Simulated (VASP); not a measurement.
# Zn in VASP: further runs

Zn is run at these levels: PBE; tasks: single point, relaxation of cell and atoms.

All numbers are computed with VASP 6.6.1; they aren't measurements. Logs are shortened: lines on timing, memory, paths and dates and some standing lists are left out, and cuts for length are marked.

**1. The cell of the first run**

Symmetry: R-3m, No. 166, trigonal system. The conventional cell has a = 4.103 Å, b = 4.103 Å, c = 3.420 Å, α = 90.00°, β = 90.00°, γ = 120.00°. Zn (site symmetry -3m) has 14 Zn at 2.63 to 3.42 Å within 3.5 Å.

**2. Single point, PBE**

File INCAR:

```
  PREC = Accurate
  ENCUT = 520
  EDIFF = 1E-6
  ISMEAR = 0
  SIGMA = 0.1
  LREAL = F
  LASPH = T
  NELM = 100
  ALGO = Normal
  ISIF = 2
  LWAVE = F
  LCHARG = T
  GGA = PE
  LELF = T
  LVHAR = T
  NBANDS = 25
```

File KPOINTS:

```
regular mesh
0
Gamma
  6 6 4
```

File POSCAR:

```
Zn
1.0
    4.1028927416      0.0000000000      0.0000000000
   -2.0514463709      3.5532093433      0.0000000000
    0.0000000000      0.0000000000      3.4198414398
Zn
3
Direct
    0.3333295400      0.0000000000      0.3333333333
    0.0000000000      0.3333295400      0.6666666667
    0.6666704600      0.6666704600      0.0000000000
```

Potentials or basis: VASP PAW PBE potentials, release 64 (Zn).

Launch:

```
> cat potpaw_PBE.64/Zn/POTCAR > POTCAR
> mpirun -np 1 vasp_std > vasp.out
```

OUTCAR:

```text
PREC = Accurate
   ENCUT = 520
   EDIFF = 1E-6
   ISMEAR = 0
   LREAL = F
   LASPH = T
   NELM = 100
   ISIF = 2
   GGA = PE

 ion  position               nearest neighbor table
   1  0.333  0.000  0.333-   3 2.63   2 2.63   3 2.63   3 2.63   2 2.63   2 2.63
   2  0.000  0.333  0.667-   3 2.63   1 2.63   3 2.63   3 2.63   1 2.63   1 2.63
   3  0.667  0.667  0.000-   1 2.63   2 2.63   2 2.63   1 2.63   2 2.63   1 2.63

  LATTYP: Found a hexagonal cell.
 ALAT       =     4.1028927416
 C/A-ratio  =     0.8335195812

  Lattice vectors:

 A1 = (   4.1028927416,   0.0000000000,   0.0000000000)
 A2 = (  -2.0514463709,   3.5532093433,   0.0000000000)
 A3 = (   0.0000000000,   0.0000000000,   3.4198414398)

Analysis of symmetry for initial positions (statically):
=====================================================================
 Subroutine PRICEL returns:
 Original cell was already a primitive cell.

 Routine SETGRP: Setting up the symmetry group for a
 hexagonal supercell.

 Subroutine GETGRP returns: Found  6 space group operations
 (whereof  2 operations were pure point group operations)
 out of a pool of 24 trial point group operations.

The static configuration has the point symmetry C_2 .
 The point group associated with its full space group is D_3 .

Analysis of symmetry for dynamics (positions and initial velocities):
=====================================================================
 Subroutine PRICEL returns:
 Original cell was already a primitive cell.

 Routine SETGRP: Setting up the symmetry group for a
 hexagonal supercell.

 Subroutine GETGRP returns: Found  6 space group operations
 (whereof  2 operations were pure point group operations)
 out of a pool of 24 trial point group operations.

The dynamic configuration has the point symmetry C_2 .
 The point group associated with its full space group is D_3 .

 Subroutine INISYM returns: Found  6 space group operations
 (whereof  2 operations are pure point group operations),
 and found     1 'primitive' translations

----------------------------------------------------------------------------------------

                                     Primitive cell

[... 84 lines left out ...]
   ICHARG =      2    charge: 1-file 2-atom 10-const
   ISPIN  =      1    spin polarized calculation?
   LNONCOLLINEAR =      F non collinear calculations
   LSORBIT =      F    spin-orbit coupling
   LASPH  =      T    aspherical Exc in radial PAW
   ENCUT  =  520.0 eV  38.22 Ry    6.18 a.u.   7.63  7.63  6.36*2*pi/ulx,y,z
   NELM   =    100;   NELMIN=  2; NELMDL= -5     # of ELM steps
   EDIFF  = 0.1E-05   stopping-criterion for ELM
   LREAL  =      F    real-space projection
   EDIFFG = 0.1E-04   stopping-criterion for IOM
   NSW    =      0    number of steps for IOM
   IBRION =     -1    ionic relax: 0-MD 1-quasi-New 2-CG
   NFREE  =      0    steps in history (QN), initial steepest desc. (CG)
   ISIF   =      2    stress and relaxation
   ISYM   =      2    0-nonsym 1-usesym 2-fastsym
   POTIM  = 0.5000    time-step for ionic-motion
   TEBEG  =    0.0;   TEEND  =   0.0 temperature during run
   PSTRESS=    0.0 pullay stress
   NELECT =      36.0000    total number of electrons
   NUPDOWN=      -1.0000    fix difference up-down
   EMIN   =  10.00;   EMAX   =-10.00  energy-range for DOS
   EFERMI =   0.00;   METHOD = LEGACY
   ISMEAR =     0;   SIGMA  =   0.10  broadening in eV -4-tet -1-fermi 0-gaus
   EFERMI_NEDOS =   21; number of points for ismear=-14 and -15
   IALGO  =     38    algorithm
   IMIX   =      4    mixing-type and parameters
     AMIX     =   0.40;   BMIX     =  1.00
     AMIX_MAG =   1.60;   BMIX_MAG =  1.00
  volume/ion in A,a.u.               =      16.62       112.15
  Fermi-wavevector in a.u.,A,eV,Ry     =   1.468712  2.775464 29.349337  2.157115
  Thomas-Fermi vector in A             =   2.584177
   LORBIT       =      0    0 simple, 1 ext, 2 COOP (PROOUT), +10 PAW based schemes
   GGA     = PE    functional components
   LHFCALC =     F    Hartree Fock is set to
   AEXX    =    0.0000 exact exchange contribution
   IVDW    =     0    specifies the selected vdW correction
   LEPSILON=     F    determine dielectric tensor
   LRPA    =     F    only Hartree local field effects (RPA)
 non-spin polarized calculation
 Gauss-broadening in eV      SIGMA  =   0.10
  energy-cutoff  :      520.00
  volume of cell :       49.86
 maximum number of plane-waves:      1369
 NGX is ok and might be reduce to    32

 number of electron      36.0000002 magnetization

 Free energy of the ion-electron system (eV)
  ---------------------------------------------------
  ext. energy  EPLUGINS =         0.00000000
  ---------------------------------------------------
  free energy    TOTEN  =        -2.93965292 eV

  energy without entropy =       -2.93712710  energy(sigma->0) =       -2.93839001

 E-fermi :   2.4223     XC(G=0): -11.0657

 val. band max:        2.2293053045   @ k =   0.3333  -0.0000   0.5000
 cond. band min:       2.4581003238   @ k =   0.1667  -0.0000   0.2500
 fundamental gap:      0.2287950193
 Fermi energy:         2.4223427357

 k-point     1 :       0.0000    0.0000    0.0000
  band No.  band energies     occupation
      1      -7.2211      2.00000
      2      -5.4612      2.00000
      3      -5.4612      2.00000
      4      -5.1846      2.00000
      5      -5.1846      2.00000
      6      -5.1078      2.00000
[... 661 lines left out ...]
     24      12.0797      0.00000
     25      13.9626      0.00000

------------------------ aborting loop because EDIFF is reached ----------------------------------------

  FORCE on cell =-STRESS in cart. coord.  units (eV):
  Direction    XX          YY          ZZ          XY          YZ          ZX
  --------------------------------------------------------------------------------------
  -------------------------------------------------------------------------------------
  Total        0.1033685      0.1033685      0.1129384     -0.0000000     -0.0000000      0.0000000
  in kB        3.3218648      3.3218648      3.6294034     -0.0000000     -0.0000000      0.0000000
  external PRESSURE =       3.4243777 kB  Pullay stress =       0.0000000 kB

 VOLUME and BASIS-vectors are now :
 -----------------------------------------------------------------------------
  energy-cutoff  :      520.00
  volume of cell :       49.86
      direct lattice vectors                 reciprocal lattice vectors
     4.102892742  0.000000000  0.000000000     0.243730476  0.140717856  0.000000000
    -2.051446371  3.553209343  0.000000000     0.000000000  0.281435712  0.000000000
     0.000000000  0.000000000  3.419841440     0.000000000  0.000000000  0.292411218

 POSITION                                       TOTAL-FORCE (eV/Angst)
 -----------------------------------------------------------------------------------
      1.36762      0.00000      1.13995        -0.000689      0.000000     -0.000000
     -0.68381      1.18439      2.27989         0.000345     -0.000597      0.000000
      1.36764      2.36882      0.00000         0.000345      0.000597      0.000000
 -----------------------------------------------------------------------------------
    total drift:                               -0.000027     -0.000047     -0.000000

  FREE ENERGIE OF THE ION-ELECTRON SYSTEM (eV)
  ---------------------------------------------------
  free  energy   TOTEN  =        -2.9396529156 eV

  energy  without entropy=       -2.9371270970  energy(sigma->0) =       -2.93839001
```

stdout:

```text
POSCAR found type information on POSCAR Zn
 POSCAR found :  1 types and       3 ions
 scaLAPACK will be used
 LDA part: xc-table for (Slater+PW92), standard interpolation
 POSCAR, INCAR and KPOINTS ok, starting setup
 FFT: planning ... GRIDC
 FFT: planning ... GRID_SOFT
 FFT: planning ... GRID
 WAVECAR not read
 entering main loop
```

Wall time 11 s (1 thread of AMD EPYC 9R45 (Zen 5), shared host); peak memory 0.14 GiB.

Results:

```yaml
Free_energy: -2.9397 eV
Pressure: 0.3 GPa
Band_gap_on_the_k_mesh: zero (bands 18 and 19 overlap by 6.46 eV)
```

Levels at points of the mesh, in eV from the Fermi level:
```
           k point  band 15  band 16  band 17  band 18  band 19  band 20  band 21  band 22
(0.00, 0.00, 0.00)    -6.94    -6.94     2.81     2.81     2.81     2.81     2.90     2.90
(0.50, 0.00, 0.00)    -6.62    -6.05    -6.05    -0.98     1.16     5.42     6.88     6.88
(0.00, 0.00, 0.50)    -6.63    -5.72    -5.72     4.05     4.05     6.14     6.46     6.46
(0.50, 0.00, 0.50)    -6.91    -2.93    -2.83    -2.83    -2.41     3.03     3.03     3.98
```

Caveat: the k points lie up to 0.46 Å⁻¹ apart, too coarse for converged energies and pressures of a metal.

**3. Relaxation of cell and atoms, PBE**

This run uses another cell than the first one: it holds 1 atom, not 3.

File INCAR:

```
SYSTEM = Zn
ALGO = Fast
EDIFF = 1E-7
EDIFFG = -0.04
ENCUT = 600
GGA = PE
IBRION = 2
ISIF = 3
ISMEAR = 0
LASPH = .TRUE.
LCHARG = .FALSE.
LREAL = .FALSE.
LWAVE = .FALSE.
NELM = 80
NSW = 90
PREC = Accurate
SIGMA = 0.1
```

File KPOINTS:

```
k-points
0
G
  9 9 9
  0 0 0
```

File POSCAR:

```
Zn
1.0
    2.0514463708      1.1844031144      1.1399471466
   -2.0514463708      1.1844031144      1.1399471466
    0.0000000000     -2.3688062288      1.1399471466
Zn
1
Direct
    0.5000000000      0.5000000000      0.5000000000
```

Potentials or basis: VASP PAW PBE potentials, release 64 (Zn).

Launch:

```
> cat potpaw_PBE.64/Zn/POTCAR > POTCAR
> mpirun -np 1 vasp_std > vasp.out
```

Wall time 39 s (1 thread of AMD EPYC 9R45 (Zen 5), shared host); peak memory 0.12 GiB.

It converged, with:

| Item | Value |
| --- | --- |
| Free energy | -1.0304 eV |
| Relaxed volume | 15.80 Å³/atom |
| Relaxed cell | a = 2.643 Å, b = 2.643 Å, c = 2.643 Å, α = 105.96°, β = 105.96°, γ = 105.96° |
| Space group after relaxing (to 0.1 Å) | R-3m (No. 166) |
| Energy gained by relaxing | 44.2 meV/atom |
| Ionic steps | 8 |
| Pressure after relaxing | -0.1 GPa |
| Band gap on the k mesh | zero (bands 6 and 7 overlap by 4.75 eV) |

Stress tensor (GPa, compression positive):
```
 0.10  0.00  0.00
 0.00  0.10  0.00
 0.00  0.00 -0.36
```

Step by step:
```
step  energy change (eV)  largest force (eV/Å)  pressure (GPa)  volume (Å³)
   1              0.0000                0.0000            0.34        16.62
   2             -0.0198                0.0000           -0.93        16.70
   3             -0.0261                0.0000           -1.41        16.73
   4             -0.0319                0.0000           -2.74        16.79
   5             -0.0440                0.0000           -0.54        15.92
   6             -0.0440                0.0000           -0.37        15.88
   7             -0.0440                0.0000           -0.31        15.86
   8             -0.0442                0.0000           -0.06        15.80
```

Final structure:
```
CELL_PARAMETERS angstrom
2.11063 1.21857 1.02377
-2.11063 1.21857 1.02377
0.00000 -2.43715 1.02377
ATOMIC_POSITIONS crystal
Zn 0.50000 0.50000 0.50000
```

Levels at points of the mesh, in eV from the Fermi level:
```csv
k point,band 3,band 4,band 5,band 6,band 7,band 8,band 9,band 10
"(0.00, 0.00, 0.00)",-7.85,-7.32,-7.08,-7.08,15.88,16.92,16.92,19.43
```

**4. Single point, PBE**

This run uses another cell than the first one: it holds 1 atom, not 3.

File INCAR:

```
PREC     = Accurate       # precision mode
ENCUT    = 520            # plane-wave cutoff, eV
EDIFF    = 1E-6           # SCF threshold, eV
ISMEAR   = 0              # smearing method
SIGMA    = 0.1            # smearing width, eV
LREAL    = False          # projectors in reciprocal space
LASPH    = True           # aspherical terms in the spheres
NELM     = 80             # most SCF steps
ALGO     = Fast           # electronic algorithm
ISIF     = 2              # what is computed and relaxed
LWAVE    = False          # write WAVECAR
LCHARG   = False          # write CHGCAR
GGA      = PE             # functional
NBANDS   = 12             # bands
```

File KPOINTS:

```
regular mesh
0
Gamma
  18 18 18
```

File POSCAR:

```
Zn
1.0
    2.1367286822      1.2336408798      0.9822609235
   -2.1367286822      1.2336408798      0.9822609235
    0.0000000000     -2.4672817597      0.9822609234
Zn
1
Direct
    0.5000000000      0.5000000000      0.5000000000
```

Launch:

```
> cat potpaw_PBE.64/Zn/POTCAR > POTCAR
> mpirun -np 1 vasp_std > vasp.out
```

Run time: 33 s. Hardware: 1 thread of AMD EPYC 9R45 (Zen 5), shared host; peak memory 0.17 GiB.

Results (log left out):

* Free energy: -1.0246 eV
* Pressure: 0.3 GPa
* Band gap on the k mesh: zero (bands 6 and 7 overlap by 5.68 eV)

Stress tensor (GPa, compression positive):
```
0.31 0.00 0.00
0.00 0.31 0.00
0.00 0.00 0.18
```

Levels at points of the mesh, in eV from the Fermi level:
| k point | band 3 | band 4 | band 5 | band 6 | band 7 | band 8 | band 9 | band 10 |
| --- | --- | --- | --- | --- | --- | --- | --- | --- |
| (0.00, 0.00, 0.00) | -7.91 | -7.54 | -7.24 | -7.24 | 16.75 | 17.77 | 17.77 | 20.27 |
| (0.50, 0.00, 0.00) | -7.25 | -7.20 | -7.01 | -2.99 | -1.73 | 12.15 | 13.21 | 15.83 |
| (0.50, 0.50, 0.00) | -7.30 | -7.30 | -6.88 | -2.17 | -0.16 | 8.94 | 13.12 | 13.99 |
| (0.50, 0.50, 0.50) | -7.22 | -6.93 | -6.93 | 3.95 | 3.95 | 4.90 | 7.53 | 8.61 |

**5. Relaxation of cell and atoms, PBE**

This run uses another cell than the first one: it holds 1 atom, not 3.

File INCAR:

```
SYSTEM = Zn
ALGO     = Fast           ! electronic algorithm
EDIFF    = 1E-6           ! SCF threshold, eV
EDIFFG   = -0.01          ! ionic threshold
ENCUT    = 600            ! plane-wave cutoff, eV
GGA      = PE             ! functional
IBRION   = 2              ! ionic algorithm
ISIF     = 3              ! what is computed and relaxed
ISMEAR   = 0              ! smearing method
LASPH    = .TRUE.         ! aspherical terms in the spheres
LCHARG   = .FALSE.        ! write CHGCAR
LREAL    = .FALSE.        ! projectors in reciprocal space
LWAVE    = .FALSE.        ! write WAVECAR
NELM     = 80             ! most SCF steps
NSW      = 100            ! ionic steps
PREC     = Accurate       ! precision mode
SIGMA    = 0.1            ! smearing width, eV
```

File KPOINTS:

```
k-points
0
G
  18 18 18
  0 0 0
```

File POSCAR:

```
Zn
1.0
    2.1096534765      1.2180090025      1.0222646337
   -2.1096534765      1.2180090025      1.0222646337
    0.0000000000     -2.4360180051      1.0222646337
Zn
1
Direct
    0.5000000000      0.5000000000      0.5000000000
```

Launch:

```
> cat potpaw_PBE.64/Zn/POTCAR > POTCAR
> mpirun -np 1 vasp_std > vasp.out
```

Wall time 4.8 min (1 thread of AMD EPYC 9R45 (Zen 5), shared host); peak memory 0.22 GiB.

It converged, with:

* Free energy: -1.0245 eV
* Relaxed volume: 15.55 Å³/atom
* Relaxed cell: a = 2.657 Å, b = 2.657 Å, c = 2.657 Å, α = 107.16°, β = 107.16°, γ = 107.16°
* Space group after relaxing (to 0.1 Å): R-3m (No. 166)
* Energy gained by relaxing: 5.7 meV/atom
* Ionic steps: 11
* Pressure after relaxing: 0.0 GPa
* Band gap on the k mesh: zero (bands 6 and 7 overlap by 5.68 eV)

Step by step:
```csv
step,energy change (eV),largest force (eV/Å),pressure (GPa),volume (Å³)
1,0.0000,0.0000,0.05,15.76
2,-0.0032,0.0000,-0.23,15.77
3,-0.0051,0.0000,-0.65,15.78
4,-0.0052,0.0000,-0.73,15.78
5,-0.0057,0.0000,-0.37,15.56
6,-0.0049,0.0000,0.54,15.33
7,-0.0055,0.0000,0.74,15.46
8,-0.0056,0.0000,0.41,15.52
9,-0.0057,0.0000,0.27,15.54
10,-0.0057,0.0000,0.19,15.55
11,-0.0057,0.0000,0.02,15.55
```

Final structure:
```cif
data_structure
_symmetry_space_group_name_H-M 'P 1'
_symmetry_Int_Tables_number 1
_cell_length_a 2.6570
_cell_length_b 2.6570
_cell_length_c 2.6570
_cell_angle_alpha 107.164
_cell_angle_beta 107.164
_cell_angle_gamma 107.164
_cell_volume 15.55
loop_
_atom_site_label
_atom_site_type_symbol
_atom_site_fract_x
_atom_site_fract_y
_atom_site_fract_z
_atom_site_occupancy
Zn1 Zn 0.50000 0.50000 0.50000 1
```

Levels at points of the mesh, in eV from the Fermi level:
```tsv
k point	band 4	band 5	band 6	band 7	band 8	band 9
(0.00, 0.00, 0.00)	-7.54	-7.24	-7.24	16.75	17.77	17.77
(0.50, 0.00, 0.00)	-7.20	-7.01	-2.98	-1.73	12.13	13.20
(0.50, 0.50, 0.00)	-7.29	-6.88	-2.17	-0.17	8.96	13.13
(0.50, 0.50, 0.50)	-6.93	-6.93	3.95	3.95	4.89	7.52
```

**6. Single point, PBE**

This run uses another cell than the first one: it holds 4 atoms, not 3.

File INCAR:

```
SYSTEM = Zn
ALGO     = Fast           ! electronic algorithm
EDIFF    = 1E-6           ! SCF threshold, eV
ENCUT    = 520            ! plane-wave cutoff, eV
GGA      = PE             ! functional
ISIF     = 2              ! what is computed and relaxed
ISMEAR   = 0              ! smearing method
LASPH    = .True.         ! aspherical terms in the spheres
LCHARG   = .False.        ! write CHGCAR
LREAL    = .False.        ! projectors in reciprocal space
LWAVE    = .False.        ! write WAVECAR
NBANDS   = 32             ! bands
NELM     = 80             ! most SCF steps
PREC     = Accurate       ! precision mode
SIGMA    = 0.1            ! smearing width, eV
```

File KPOINTS:

```
k-points
0
Gamma
  16 12 10
  0 0 0
```

File POSCAR:

```
Zn
1.0
    3.0112829510      0.0091158009     -0.0912768127
    0.7918131414      3.9691961170     -0.0617513054
    0.2843234004      0.1315633649      5.2189462221
Zn
4
Direct
    0.7505008898      0.2501840859      0.8750076955
    0.2494991102      0.7498159141      0.1249923045
    0.2488707852      0.7495465594      0.6250079750
    0.7511292148      0.2504534406      0.3749920250
```

Potentials or basis: VASP PAW PBE potentials, release 64 (Zn).

Launch:

```
> cat potpaw_PBE.64/Zn/POTCAR > POTCAR
> mpirun -np 1 vasp_std > vasp.out
```

It took 27 min on 1 thread of Oxide Virtual Turin-like, shared host; peak memory 1.2 GiB.

The run converged. Its results:

```yaml
Free_energy: -4.3561 eV
Pressure: 0.3 GPa
Band_gap_on_the_k_mesh: zero (bands 24 and 25 overlap by 4.14 eV)
```

Stress tensor (GPa, compression positive):
```
 0.21 -0.14  0.00
-0.14  0.37  0.01
 0.00  0.01  0.47
```

Levels at points of the mesh, in eV from the Fermi level:
```csv
k point,band 21,band 22,band 23,band 24,band 25,band 26,band 27,band 28
"(0.00, 0.00, 0.00)",-6.75,-3.73,-3.73,-0.97,1.68,5.73,5.74,6.38
"(0.50, 0.00, 0.00)",-5.03,-5.03,-0.92,-0.58,1.76,2.23,2.30,2.34
"(0.00, 0.50, 0.00)",-6.76,-6.76,-2.37,-2.21,-0.50,-0.21,7.88,7.92
"(0.50, 0.50, 0.00)",-3.83,-3.72,-2.23,-0.25,0.71,0.71,2.63,2.64
"(0.00, 0.00, 0.50)",-7.04,-7.04,1.01,1.01,2.66,2.66,3.37,3.37
"(0.50, 0.00, 0.50)",-3.86,-3.86,-3.67,-3.67,3.41,3.42,3.86,3.87
"(0.00, 0.50, 0.50)",-5.67,-5.67,-5.58,-5.58,5.71,5.71,6.06,6.06
"(0.50, 0.50, 0.50)",-3.00,-3.00,-1.77,-1.77,-0.21,-0.21,0.71,0.71
```

**7. Summary**

| task | cell | k mesh | cutoff (eV) | gap on the mesh (eV) | pressure (GPa) | relaxed volume (Å³/atom) |
| --- | --- | --- | --- | --- | --- | --- |
| single point | a = 4.103, b = 4.103, c = 3.420 Å, angles 90.0, 90.0, 120.0°, 3 atoms, atomic positions A | 6 × 6 × 4 | 520 | none | 0.3 | - |
| relaxation of cell and atoms | relaxed from a = 2.629 Å, angles 102.6°, 1 atom, atomic positions B | 9 × 9 × 9 | 600 | none | -0.1 | 15.80 |
| single point | a = 2.656 Å, angles 107.1°, 1 atom, atomic positions B | 18 × 18 × 18 | 520 | none | 0.3 | - |
| relaxation of cell and atoms | relaxed from a = 2.642 Å, angles 106.0°, 1 atom, atomic positions B | 18 × 18 × 18 | 600 | none | 0.0 | 15.55 |
| single point | a = 3.013, b = 4.048, c = 5.228 Å, angles 88.8, 88.6, 78.5°, 4 atoms, atomic positions C | 16 × 12 × 10 | 520 | none | 0.3 | - |

Alike in all rows: level PBE; potentials or basis VASP PAW PBE potentials, release 64 (Zn); no spin polarisation; smearing gaussian 0.1 eV.

Caveats: some runs use coarse meshes.

Absolute energies hang on the potentials; compare differences alone.
